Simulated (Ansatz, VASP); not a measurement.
# Ge: VASP beside Ansatz

File INCAR:

```
PREC = Accurate ; ENCUT = 520
EDIFF = 1E-6 ; ISMEAR = 0
SIGMA = 0.15 ; LREAL = False
LASPH = True ; NELM = 100
ALGO = Fast ; ISIF = 2
LWAVE = False ; LCHARG = False
GGA = PE ; NBANDS = 66
```

KPOINTS

```
Automatic mesh
0
Gamma
  15 15 4
```

Contents of POSCAR:

```
Ge
1.0
    4.1505862568      0.0000000000      0.0000000000
   -2.0752931284      3.5945131389      0.0000000000
    0.0000000000      0.0000000000     12.7975026055
Ge
8
Direct
    0.0000000000      0.0000000000      0.3955272934
    0.0000000000      0.0000000000      0.6044727066
    0.0000000000      0.0000000000      0.8955272934
    0.0000000000      0.0000000000      0.1044727066
    0.3333333333      0.6666666667      0.3442031336
    0.6666666667      0.3333333333      0.6557968664
    0.6666666667      0.3333333333      0.8442031336
    0.3333333333      0.6666666667      0.1557968664
```

Input for Ansatz:

```yaml
crystal:
  lattice:
    - [4.1505862568, 0.0, 0.0]
    - [-2.0752931284, 3.5945131389, 0.0]
    - [0.0, 0.0, 12.7975026055]
  atoms:
    - { symbol: Ge, position: [0.0, 0.0, 0.3955272934] }
    - { symbol: Ge, position: [0.0, 0.0, 0.6044727066] }
    - { symbol: Ge, position: [0.0, 0.0, 0.8955272934] }
    - { symbol: Ge, position: [0.0, 0.0, 0.1044727066] }
    - { symbol: Ge, position: [0.3333333333, 0.6666666667, 0.3442031336] }
    - { symbol: Ge, position: [0.6666666667, 0.3333333333, 0.6557968664] }
    - { symbol: Ge, position: [0.6666666667, 0.3333333333, 0.8442031336] }
    - { symbol: Ge, position: [0.3333333333, 0.6666666667, 0.1557968664] }
basis:
  ecutwfc: 420
kpoints:
  mp_grid: { grid: [15, 15, 4] }
hamiltonian:
  xc: pbe
scf:
  occupations: { method: gaussian, width: 0.15 }
output:
  forces: true
  stress: true
  eigenvalues: true
```

Alike in both runs: task single point; functional PBE; k mesh 15 × 15 × 4; occupations gaussian, width 0.15 eV; no spin polarisation.

|  | VASP | Ansatz |
| --- | --- | --- |
| version | VASP 6.6.1 | Ansatz 0.2.0 |
| potentials or method | VASP PAW PBE potentials, release 64 (Ge_d), cutoff 520 eV | scalar-relativistic, plane waves, PAW |
| valence electrons in the cell | 112 | 112 |

|  | VASP | Ansatz | Ansatz less VASP |
| --- | --- | --- | --- |
| gap on the k mesh at the Fermi level (eV) | none | none | - |
| pressure (GPa) | 0.6 | 0.6 | +0.05 |
| traceless stress, the component that is largest in VASP (GPa) | 2.80 | 2.80 | 0.000 |
| rms of the force components (eV/Å) | 0.633 | 0.633 | -0.0001 |

Atom by atom the forces differ by 0.001 eV/Å (rms over components). A gap of «none» marks a metal or a gap that the smearing closes.
